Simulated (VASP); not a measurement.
Input of a VASP 6.6.1 run:

Contents of INCAR:

```
ALGO = Normal
EDIFF = 1E-6
ENCUT = 400
GGA = PE
GGA_COMPAT = False
ISIF = 2
ISMEAR = -1
IVDW = 12
LASPH = True
LCHARG = False
LREAL = False
LWAVE = False
NBANDS = 30
NELM = 120
PREC = Accurate
SIGMA = 0.02
```

File KPOINTS:

```
k-points
0
Gamma
  1 1 1
```

The input POSCAR:

```
H
1.0
    7.3434200000      0.0000000000      0.0000000000
    0.0000000000      7.3434200000      0.0000000000
    0.0000000000      0.0000000000      7.3434200000
H
24
Direct
    0.2659659940      0.2798151270      0.5212966166
    0.3412851233      0.2255897116      0.4793134534
    0.8512246338      0.6055761484      0.4421236971
    0.8575840685      0.6593249467      0.5318911352
    0.1191270552      0.0877928812      0.8470167851
    0.2204422463      0.1105479463      0.8537847488
    1.1000051747      0.5486408240      0.8087240005
    1.0540184274      0.4623322648      0.8513335748
    0.7237091165      1.0426204684     -0.1998660025
    0.6972228199      0.9442330685     -0.2251811826
    0.7166960354      0.3918337777      0.8147293768
    0.6255804516      0.4194911908      0.8162545517
    0.4216155415      0.6416764941      0.9479915353
    0.4939524091      0.7204953550      0.9751178606
   -0.1229399925      0.9162896852      0.1134621198
   -0.1996208851      0.8450286106      0.1024726898
    0.9128852769      0.2148317814      0.3942713341
    0.9067573419      0.1259494895      0.4323053836
    0.4267221540      0.7496507077      0.4781695722
    0.4183473096      0.8459546097      0.5151550640
    1.0251218097      0.3101007433      0.1109564753
    0.9510691204      0.2454714561      0.0999942806
    0.3785429677      0.1597076022      1.1570222049
    0.4105988763      0.0792410076      1.0877629225
```

Potentials or basis: VASP PAW PBE potentials, release 64 (H).

Run with:

```console
$ cat potpaw_PBE.64/H/POTCAR > POTCAR
$ mpirun -np 1 vasp_gam > vasp.out
```

Predict the band gap on the k mesh.

8.97 eV.

Predict the pressure.

-0.8 GPa.

What does it give for the largest force?

2.062 eV/Å.

Forces on the atoms (eV/Å):
```
H   -0.069  0.048  0.047
H    0.082 -0.031 -0.040
H    0.034  0.316  0.500
H   -0.039 -0.315 -0.509
H    0.437  0.058 -0.043
H   -0.471 -0.124 -0.087
H   -0.412 -0.751  0.362
H    0.444  0.811 -0.411
H   -0.183 -0.585 -0.192
H    0.147  0.601  0.105
H    1.969 -0.612 -0.049
H   -1.953  0.578  0.034
H    1.018  1.151  0.397
H   -1.049 -1.120 -0.389
H   -0.492 -0.502 -0.032
H    0.527  0.462  0.108
H    0.070  1.312 -0.495
H   -0.125 -1.374  0.663
H   -0.016  0.284  0.106
H    0.018 -0.277 -0.102
H    0.626  0.575  0.067
H   -0.641 -0.507 -0.114
H    0.516 -1.207 -1.007
H   -0.439  1.208  1.078
```

Caveat: the k points lie up to 0.86 Å⁻¹ apart.
